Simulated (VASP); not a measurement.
A run of VASP 6.6.1 is set up as follows.

Contents of INCAR:

```
PREC = Accurate
ENCUT = 520
EDIFF = 1E-6
ISMEAR = -1
SIGMA = 0.15
LREAL = False
LASPH = True
NELM = 60
ALGO = Normal
ISIF = 2
LWAVE = False
LCHARG = False
NBANDS = 18
```

KPOINTS

```
regular mesh
0
Gamma
  18 18 10
```

POSCAR

```
Ni2H
1.0
    2.4908983382      0.0000000000      0.0000000000
   -1.2454491691      2.1571812392      0.0000000000
    0.0000000000      0.0000000000      4.1176966729
Ni H
2 1
Direct
    0.3333333333      0.6666666667      0.2595512646
    0.6666666667      0.3333333333      0.7404487354
    0.0000000000      0.0000000000      0.0000000000
```

Potentials or basis: VASP PAW LDA potentials, release 64 (Ni, H).

Run with:

```sh
$ cat potpaw_LDA.64/Ni/POTCAR potpaw_LDA.64/H/POTCAR > POTCAR
$ mpirun -np 1 vasp_std > vasp.out
```

Q: What does it give for the largest force?

A: 0.014 eV/Å.

Q: What does it give for the pressure?

A: 0.1 GPa.

Stress tensor (GPa, compression positive):
```
0.17 0.00 0.00
0.00 0.17 0.00
0.00 0.00 0.00
```

Spin polarisation is off, so any magnetic state and its effect on volume and gap are missing.
